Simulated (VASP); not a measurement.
Crystal: MgS.

```xyz
2
Lattice="0.0000 2.8331 2.8331 2.8331 0.0000 2.8331 2.8331 2.8331 0.0000" Properties=species:S:1:pos:R:3 pbc="T T T"
S     1.4166    1.4166    1.4166
Mg    0.0000    0.0000    0.0000
```

* Program: VASP 6.6.1
* Task: relaxation of cell and atoms
* Functional: RPBE
* Dispersion: D4
* Potentials or basis: VASP PAW PBE potentials, release 64 (S, Mg)
* Cutoff: 600 eV
* k mesh: 8 × 8 × 8
* Occupations: fermi-dirac, width 0.05 eV
* Spin: no spin polarisation

At the start: pressure -1.3 GPa; volume 22.74 Å³/atom.

Q: How do energy, volume and symmetry change on relaxing?

A: Over 3 steps the energy falls by 2.1 meV/atom and the volume is 22.22 Å³/atom (-2.3 %); space group F-43m (No. 216, to 0.05 Å).

Step by step:
```tsv
step	energy change (eV)	largest force (eV/Å)	pressure (GPa)	volume (Å³)
1	0.0000	0.0000	-1.28	45.48
2	-0.0041	0.0000	0.22	44.29
3	-0.0043	0.0000	0.00	44.45
```

Final structure:
```cif
data_structure
_symmetry_space_group_name_H-M 'P 1'
_symmetry_Int_Tables_number 1
_cell_length_a 3.9761
_cell_length_b 3.9761
_cell_length_c 3.9761
_cell_angle_alpha 60.000
_cell_angle_beta 60.000
_cell_angle_gamma 60.000
_cell_volume 44.45
loop_
_atom_site_label
_atom_site_type_symbol
_atom_site_fract_x
_atom_site_fract_y
_atom_site_fract_z
_atom_site_occupancy
S1 S 0.25000 0.25000 0.25000 1
Mg1 Mg 0.00000 0.00000 0.00000 1
```

Caveat: the PAW data sets were made with another functional, which shifts forces and pressure a little.
